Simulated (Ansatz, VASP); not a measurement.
Cu4O in VASP and in Ansatz

```xyz
5
Lattice="4.9666 0.0000 0.0000 -2.4833 4.3012 0.0000 0.0000 0.0000 3.5732" Properties=species:S:1:pos:R:3 pbc="T T T"
Cu    0.0000    0.0000    0.0000
Cu    2.4833    0.0000    0.0000
Cu   -1.2417    2.1506    0.0000
Cu    1.2417    2.1506    0.0000
O     0.0000    0.0000    1.7866
```

Alike in both runs: functional PBE; k mesh 6 × 6 × 4; occupations gaussian, width 0.1 eV; collinear spin.

Ansatz relaxed the structure, and its values are those at the end. VASP's run is a single point on that final structure, the one shown.

|  | VASP | Ansatz |
| --- | --- | --- |
| version | VASP 6.6.1 | Ansatz 0.2.0 |
| potentials or method | VASP PAW PBE potentials, release 64 (Cu, O), cutoff 520 eV | scalar-relativistic, plane waves, PAW |
| valence electrons in the cell | 50 | 82 |

```csv
,VASP,Ansatz,Ansatz less VASP
gap on the k mesh at the Fermi level (eV),none,none,-
pressure (GPa),0.4,-0.1,-0.46
net moment per atom (μB),0.00,0.00,0.000
```

A gap of «none» marks a metal or a gap that the smearing closes. The functional is the same, so the differences come from potentials, cutoffs and numerics. VASP's potentials hold 50 valence electrons a cell and Ansatz's 82, so a difference there can come from the potentials and not from the codes. Ansatz's warnings: seeded moment not kept.

The k mesh is coarse, so the values compare programs but aren't converged.
